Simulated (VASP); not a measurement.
# Ti (Amm2) in VASP: further runs, part 2 of 3

VASP 6.6.1.

### Step 3. Single point, PBE

Input file INCAR:

```
SYSTEM = Ti
  PREC = Accurate
  ENCUT = 500
  EDIFF = 1E-6
  ISMEAR = 0
  SIGMA = 0.15
  LREAL = .FALSE.
  LASPH = .TRUE.
  NELM = 120
  ALGO = Normal
  ISIF = 2
  LWAVE = .FALSE.
  LCHARG = .FALSE.
  GGA = PE
  NBANDS = 25
  GGA_COMPAT = .FALSE.
```

Input file KPOINTS:

```
regular mesh
0
G
  12 12 14
  0 0 0
```

Input file POSCAR:

```
Ti
1.0
    4.6555697300      0.0000000000      0.0000000000
   -2.3277848650      4.0318416553      0.0000000000
    0.0000000000      0.0000000000      2.8790519830
Ti
3
Direct
   -0.0190008318     -0.0380016635      0.0000000000
    0.3428337492      0.6856674984      0.5000000000
    0.6761670825      0.3523341651      0.5000000000
```

Potentials or basis: VASP PAW PBE potentials, release 64 (Ti_sv).

Started as:

```
> cat potpaw_PBE.64/Ti_sv/POTCAR > POTCAR
> mpirun -np 1 vasp_std > vasp.out
```

OUTCAR:

```text
SYSTEM = Ti
   PREC = Accurate
   ENCUT = 500
   EDIFF = 1E-6
   ISMEAR = 0
   LREAL = .FALSE.
   LASPH = .TRUE.
   NELM = 120
   ISIF = 2
   GGA = PE

 ion  position               nearest neighbor table
   1  0.981  0.962  0.000-   3 2.85   3 2.85
   2  0.343  0.686  0.500-   3 2.69   3 2.69   3 2.69
   3  0.676  0.352  0.500-   2 2.69   2 2.69   2 2.69   1 2.85   1 2.85

  LATTYP: Found a hexagonal cell.
 ALAT       =     4.6555697300
 C/A-ratio  =     0.6184102376

  Lattice vectors:

 A1 = (   4.6555697300,   0.0000000000,   0.0000000000)
 A2 = (  -2.3277848650,   4.0318416553,   0.0000000000)
 A3 = (   0.0000000000,   0.0000000000,   2.8790519830)

Analysis of symmetry for initial positions (statically):
=====================================================================
 Subroutine PRICEL returns:
 Original cell was already a primitive cell.

 Routine SETGRP: Setting up the symmetry group for a
 hexagonal supercell.

 Subroutine GETGRP returns: Found  4 space group operations
 (whereof  4 operations were pure point group operations)
 out of a pool of 24 trial point group operations.

The static configuration has the point symmetry C_2v.

Analysis of symmetry for dynamics (positions and initial velocities):
=====================================================================
 Subroutine PRICEL returns:
 Original cell was already a primitive cell.

 Routine SETGRP: Setting up the symmetry group for a
 hexagonal supercell.

 Subroutine GETGRP returns: Found  4 space group operations
 (whereof  4 operations were pure point group operations)
 out of a pool of 24 trial point group operations.

The dynamic configuration has the point symmetry C_2v.

 Subroutine INISYM returns: Found  4 space group operations
 (whereof  4 operations are pure point group operations),
 and found     1 'primitive' translations

----------------------------------------------------------------------------------------

                                     Primitive cell

  volume of cell :      54.0413

  direct lattice vectors                    reciprocal lattice vectors
     4.655569730  0.000000000  0.000000000     0.214796482  0.124012807  0.000000000
    -2.327784865  4.031841655  0.000000000     0.000000000  0.248025613  0.000000000
     0.000000000  0.000000000  2.879051983     0.000000000  0.000000000  0.347336556

  length of vectors
     4.655569730  4.655569730  2.879051983     0.248025613  0.248025613  0.347336556

  position of ions in fractional coordinates (direct lattice)
     0.980999168  0.961998337  0.000000000
     0.342833749  0.685667498  0.500000000
     0.676167083  0.352334165  0.500000000

  ion indices of the primitive-cell ions
   primitive index   ion index
                 1           1
                 2           2
                 3           3

----------------------------------------------------------------------------------------

 KPOINTS: regular mesh

Automatic generation of k-mesh.
 Grid dimensions read from file:
 generate k-points for:   12   12   14

 Generating k-lattice:

  Cartesian coordinates                     Fractional coordinates (reciprocal lattice)
     0.017899707  0.010334401  0.000000000     0.083333333 -0.000000000  0.000000000
     0.000000000  0.020668801  0.000000000     0.000000000  0.083333333  0.000000000
     0.000000000  0.000000000  0.024809754     0.000000000  0.000000000  0.071428571

  Length of vectors
     0.020668801  0.020668801  0.024809754

  Shift w.r.t. Gamma in fractional coordinates (k-lattice)
     0.000000000  0.000000000  0.000000000

 Subroutine IBZKPT returns following result:
 ===========================================

 Found    344 irreducible k-points:

 Following reciprocal coordinates:
            Coordinates               Weight
  0.000000  0.000000  0.000000      1.000000
  0.083333  0.000000  0.000000      4.000000
  0.000000  0.083333  0.000000      2.000000
  0.166667  0.000000  0.000000      4.000000
  0.000000  0.166667  0.000000      2.000000
  0.250000  0.000000  0.000000      4.000000
[... 16 lines left out ...]
 -0.083333  0.416667  0.000000      4.000000
 -0.416667  0.333333  0.000000      4.000000
 [... further k-points ...]
   k-points           NKPTS =    344   k-points in BZ     NKDIM =    344   number of bands    NBANDS=     25
   number of dos      NEDOS =    301   number of ions     NIONS =      3
   total plane-waves  NPLWV =  31104
   dimension x,y,z NGX =    36 NGY =   36 NGZ =   24
   dimension x,y,z NGXF=    72 NGYF=   72 NGZF=   48
   ions per type =               3
   NGX,Y,Z   is equivalent  to a cutoff of  12.86, 12.86, 13.86 a.u.
   NGXF,Y,Z  is equivalent  to a cutoff of  25.71, 25.71, 27.72 a.u.
 SYSTEM =  Ti
   PREC   = accura    normal or accurate (medium, high low for compatibility)
   ISTART =      0    job   : 0-new  1-cont  2-samecut
   ICHARG =      2    charge: 1-file 2-atom 10-const
   ISPIN  =      1    spin polarized calculation?
   LNONCOLLINEAR =      F non collinear calculations
   LSORBIT =      F    spin-orbit coupling
   LASPH  =      T    aspherical Exc in radial PAW
   ENCUT  =  500.0 eV  36.75 Ry    6.06 a.u.   8.49  8.49  5.25*2*pi/ulx,y,z
   NELM   =    120;   NELMIN=  2; NELMDL= -5     # of ELM steps
   EDIFF  = 0.1E-05   stopping-criterion for ELM
   LREAL  =      F    real-space projection
   EDIFFG = 0.1E-04   stopping-criterion for IOM
   NSW    =      0    number of steps for IOM
   IBRION =     -1    ionic relax: 0-MD 1-quasi-New 2-CG
   NFREE  =      0    steps in history (QN), initial steepest desc. (CG)
   ISIF   =      2    stress and relaxation
   ISYM   =      2    0-nonsym 1-usesym 2-fastsym
   POTIM  = 0.5000    time-step for ionic-motion
   TEBEG  =    0.0;   TEEND  =   0.0 temperature during run
   PSTRESS=    0.0 pullay stress
   NELECT =      36.0000    total number of electrons
   NUPDOWN=      -1.0000    fix difference up-down
   EMIN   =  10.00;   EMAX   =-10.00  energy-range for DOS
   EFERMI =   0.00;   METHOD = LEGACY
   ISMEAR =     0;   SIGMA  =   0.15  broadening in eV -4-tet -1-fermi 0-gaus
   EFERMI_NEDOS =   21; number of points for ismear=-14 and -15
   IALGO  =     38    algorithm
   IMIX   =      4    mixing-type and parameters
     AMIX     =   0.40;   BMIX     =  1.00
     AMIX_MAG =   1.60;   BMIX_MAG =  1.00
  volume/ion in A,a.u.               =      18.01       121.56
  Fermi-wavevector in a.u.,A,eV,Ry     =   1.429773  2.701879 27.813717  2.044251
  Thomas-Fermi vector in A             =   2.549690
   LORBIT       =      0    0 simple, 1 ext, 2 COOP (PROOUT), +10 PAW based schemes
   GGA     = PE    functional components
   LHFCALC =     F    Hartree Fock is set to
   AEXX    =    0.0000 exact exchange contribution
   IVDW    =     0    specifies the selected vdW correction
   LEPSILON=     F    determine dielectric tensor
   LRPA    =     F    only Hartree local field effects (RPA)
 non-spin polarized calculation
 Gauss-broadening in eV      SIGMA  =   0.15
  energy-cutoff  :      500.00
  volume of cell :       54.04
 maximum number of plane-waves:      1402
 NGX is ok and might be reduce to    36
   NGX = 17   NGY = 17   NGZ = 11

 number of electron      36.0000007 magnetization

 Free energy of the ion-electron system (eV)
  ---------------------------------------------------
  ext. energy  EPLUGINS =         0.00000000
  ---------------------------------------------------
  free energy    TOTEN  =       -23.42714883 eV

  energy without entropy =      -23.39649926  energy(sigma->0) =      -23.41182405

 E-fermi :   7.8326     XC(G=0): -11.3129

 val. band max:        7.8315539814   @ k =   0.5000   0.2500   0.3571
 cond. band min:       7.8369280969   @ k =   0.4167   0.1667   0.1429
 fundamental gap:      0.0053741155
 Fermi energy:         7.8326269642

 k-point     1 :       0.0000    0.0000    0.0000
  band No.  band energies     occupation
      1     -49.0939      2.00000
      2     -48.8813      2.00000
      3     -48.7496      2.00000
      4     -25.4426      2.00000
      5     -25.4345      2.00000
      6     -25.2744      2.00000
[... 17 lines left out ...]
     24       9.3075      0.00000
     25       9.8846      0.00000
[... 621 lines left out ...]
      3     -48.7881      2.00000
      4     -25.5334      2.00000
      5     -25.4007      2.00000
      6     -25.2372      2.00000
[... 17 lines left out ...]
     24      10.0915      0.00000
     25      10.1548      0.00000

 [... further k-points ...]

------------------------ aborting loop because EDIFF is reached ----------------------------------------

  FORCE on cell =-STRESS in cart. coord.  units (eV):
  Direction    XX          YY          ZZ          XY          YZ          ZX
  --------------------------------------------------------------------------------------
  -------------------------------------------------------------------------------------
  Total       -1.4310418     -0.9517350     -1.7767651      0.0000000      0.0000000      0.0000000
  in kB      -42.4264876    -28.2163495    -52.6762434      0.0000000      0.0000000      0.0000000
  external PRESSURE =     -41.1063602 kB  Pullay stress =       0.0000000 kB

 VOLUME and BASIS-vectors are now :
 -----------------------------------------------------------------------------
  energy-cutoff  :      500.00
  volume of cell :       54.04
      direct lattice vectors                 reciprocal lattice vectors
     4.655569730  0.000000000  0.000000000     0.214796482  0.124012807  0.000000000
    -2.327784865  4.031841655  0.000000000     0.000000000  0.248025613  0.000000000
     0.000000000  0.000000000  2.879051983     0.000000000  0.000000000  0.347336556

 POSITION                                       TOTAL-FORCE (eV/Angst)
 -----------------------------------------------------------------------------------
      2.32778      3.87862      0.00000         0.000000      0.702484      0.000000
     -0.00000      2.76450      1.43953        -0.000000     -0.220556      0.000000
      2.32778      1.42056      1.43953         0.000000     -0.481928      0.000000
 -----------------------------------------------------------------------------------
    total drift:                                0.000001      0.000617      0.000000

  FREE ENERGIE OF THE ION-ELECTRON SYSTEM (eV)
  ---------------------------------------------------
  free  energy   TOTEN  =       -23.4271488276 eV

  energy  without entropy=      -23.3964992625  energy(sigma->0) =      -23.41182405
```

OSZICAR:

```text
N       E                     dE             d eps       ncg     rms          rms(c)
DAV:   1     0.419250280093E+03    0.41925E+03   -0.17779E+04 17224   0.172E+03
DAV:   2     0.235025314336E+02   -0.39575E+03   -0.38907E+03 17349   0.509E+02
DAV:   3    -0.227765422689E+02   -0.46279E+02   -0.45279E+02 32080   0.147E+02
DAV:   4    -0.265498436023E+02   -0.37733E+01   -0.37479E+01 23477   0.383E+01
DAV:   5    -0.267659951236E+02   -0.21615E+00   -0.21607E+00 27012   0.805E+00    0.143E+01
DAV:   6    -0.234386564522E+02    0.33273E+01   -0.12717E+01 20510   0.325E+01    0.366E+00
DAV:   7    -0.236253409905E+02   -0.18668E+00   -0.31417E+00 30323   0.182E+01    0.516E+00
DAV:   8    -0.234091893146E+02    0.21615E+00   -0.19617E+00 25675   0.816E+00    0.230E+00
DAV:   9    -0.234633072072E+02   -0.54118E-01   -0.46511E-01 26440   0.807E+00    0.180E+00
DAV:  10    -0.234311513906E+02    0.32156E-01   -0.36003E-01 25611   0.574E+00    0.519E-01
DAV:  11    -0.234265764324E+02    0.45750E-02   -0.43409E-02 23772   0.196E+00    0.140E-01
DAV:  12    -0.234270413471E+02   -0.46491E-03   -0.39937E-03 24481   0.564E-01    0.989E-02
DAV:  13    -0.234271675711E+02   -0.12622E-03   -0.45499E-04 24784   0.192E-01    0.207E-02
DAV:  14    -0.234271497470E+02    0.17824E-04   -0.43616E-05 25960   0.579E-02    0.103E-02
DAV:  15    -0.234271487063E+02    0.10407E-05   -0.50958E-06 20086   0.222E-02    0.221E-03
DAV:  16    -0.234271488276E+02   -0.12131E-06   -0.55860E-07 10285   0.772E-03
   1 F= -.23427149E+02 E0= -.23411824E+02  d E =-.306496E-01
```

Wall time 9.7 min (1 thread of Intel Xeon Platinum 8259CL at 2.50GHz (Skylake/Cascade Lake), shared host); peak memory 0.43 GiB.

Results:

- Free energy: -23.4271 eV
- Pressure: -4.1 GPa
- Largest force: 0.702 eV/Å
- Band gap on the k mesh: zero (band 18 reaches 8.04 eV, above the bottom of band 19 at 7.74 eV)

Forces in eV/Å, atoms in the order of the input:
```
Ti   0.000  0.702  0.000
Ti   0.000 -0.221  0.000
Ti   0.000 -0.482  0.000
```

Stress tensor (GPa, compression positive):
```
-4.24  0.00  0.00
 0.00 -2.82  0.00
 0.00  0.00 -5.27
```

### Step 4. Single point, PBE

This run uses another cell than the first one, of 18.46 Å³/atom, 1.025 times its volume.

Input file INCAR:

```
ALGO     = Normal         # electronic algorithm
EDIFF    = 1E-6           # SCF threshold, eV
ENCUT    = 500            # plane-wave cutoff, eV
GGA      = PE             # functional
GGA_COMPAT= F            
ISIF     = 2              # what is computed and relaxed
ISMEAR   = 0              # smearing method
LASPH    = T              # aspherical terms in the spheres
LCHARG   = F              # write CHGCAR
LREAL    = F              # projectors in reciprocal space
LWAVE    = F              # write WAVECAR
NBANDS   = 25             # bands
NELM     = 120            # most SCF steps
PREC     = Accurate       # precision mode
SIGMA    = 0.15           # smearing width, eV
```

Input file KPOINTS:

```
k-points
0
Gamma
  12 12 14
```

Input file POSCAR:

```
Ti
1.0
    4.6935762499      0.0000000000      0.0000000000
   -2.3467881249      4.0647562670      0.0000000000
    0.0000000000      0.0000000000      2.9025556040
Ti
3
Direct
   -0.0284949435     -0.0569898869      0.0000000000
    0.3475808051      0.6951616101      0.5000000000
    0.6809141384      0.3618282768      0.5000000000
```

Started as:

```
> cat potpaw_PBE.64/Ti_sv/POTCAR > POTCAR
> mpirun -np 1 vasp_std > vasp.out
```

Run time: 10 min. Hardware: 1 thread of Intel Xeon Platinum 8259CL at 2.50GHz (Skylake/Cascade Lake), shared host; peak memory 0.43 GiB.

Results (log left out):

| Quantity | Value |
| --- | --- |
| Free energy | -23.2789 eV |
| Pressure | -4.9 GPa |
| Largest force | 1.244 eV/Å |
| Band gap on the k mesh | zero (band 18 reaches 7.79 eV, above the bottom of band 19 at 7.45 eV) |

Forces on the atoms (eV/Å):
```
Ti   0.000  1.244  0.000
Ti   0.000 -0.366  0.000
Ti   0.000 -0.878  0.000
```

Stress tensor (GPa, compression positive):
```
-5.23  0.00  0.00
 0.00 -2.62  0.00
 0.00  0.00 -6.86
```

Levels at points of the mesh, in eV from the Fermi level:
| k point | band 15 | band 16 | band 17 | band 18 | band 19 | band 20 | band 21 | band 22 |
| --- | --- | --- | --- | --- | --- | --- | --- | --- |
| (0.00, 0.00, 0.00) | -0.83 | -0.79 | -0.51 | -0.51 | 0.04 | 0.89 | 1.25 | 1.25 |
| (0.50, 0.00, 0.00) | -2.43 | -0.77 | -0.33 | -0.18 | 0.20 | 0.59 | 0.88 | 1.03 |
| (0.00, 0.50, 0.00) | -2.39 | -0.76 | -0.65 | -0.07 | 0.62 | 0.70 | 0.89 | 1.00 |
| (0.00, 0.00, 0.50) | -1.80 | -1.68 | -1.42 | -1.34 | 1.00 | 1.03 | 1.09 | 1.11 |
| (0.50, 0.00, 0.50) | -1.56 | -1.17 | -0.70 | -0.43 | 0.34 | 0.73 | 0.99 | 1.05 |
| (0.00, 0.50, 0.50) | -1.58 | -0.92 | -0.72 | -0.48 | 0.61 | 0.64 | 0.71 | 0.74 |

Caveat: forces of over 1 eV/Å act on the atoms, so gaps and moduli don't describe the material at rest.

[end of part 2 of 3]
